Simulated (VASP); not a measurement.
Set up this calculation in VASP 6.6.1, as the native input.

```yaml
Task: single point
Functional: PBE
Potentials_or_basis: VASP PAW PBE potentials, release 64 (Zn, S)
Cutoff: 520 eV
k_mesh: 9 × 9 × 4
Occupations: gaussian, width 0.05 eV
Spin: no spin polarisation
Dipole_correction: no
Further_INCAR_settings: ALGO = Normal; EDIFF = 1e-06; NBANDS = 46
```

The structure of ZnS lies in POSCAR:

```
ZnS
1.0
    3.9936832544      0.0000000000      0.0000000000
   -1.9968416272      3.4586311530      0.0000000000
    0.0000000000      0.0000000000     12.3017425284
Zn S
4 4
Direct
    0.0000000000      0.0000000000      0.0000492057
    0.0000000000      0.0000000000      0.5000492057
    0.3333333333      0.6666666667      0.2500242903
    0.6666666667      0.3333333333      0.7500242903
    0.0000000000      0.0000000000      0.1872905901
    0.0000000000      0.0000000000      0.6872905901
    0.3333333333      0.6666666667      0.4376359138
    0.6666666667      0.3333333333      0.9376359138
```

One way to write it, as run:

INCAR

```
SYSTEM = ZnS
ALGO = Normal ; EDIFF = 1E-6
ENCUT = 520 ; GGA = PE
ISIF = 2 ; ISMEAR = 0
LASPH = .True. ; LCHARG = .False.
LREAL = .False. ; LWAVE = .False.
NBANDS = 46 ; NELM = 80
PREC = Accurate ; SIGMA = 0.05
```

KPOINTS

```
k-points
0
Gamma
  9 9 4
  0 0 0
```

Potentials or basis: VASP PAW PBE potentials, release 64 (Zn, S).

The run is started by

```bash
$ cat potpaw_PBE.64/Zn/POTCAR potpaw_PBE.64/S/POTCAR > POTCAR
$ mpirun -np 1 vasp_std > vasp.out
```

Results of the run:

```json
{"Pressure": "-2.7 GPa", "Largest force": "0.336 eV/Å", "Band gap on the k mesh": "1.77 eV"}
```

Caveat: the stress differs along the axes, from -5 to 2 GPa.

It took 6.8 min on 1 thread of AMD EPYC 7R32 (Zen 2), on a shared host, peak memory 0.37 GiB.
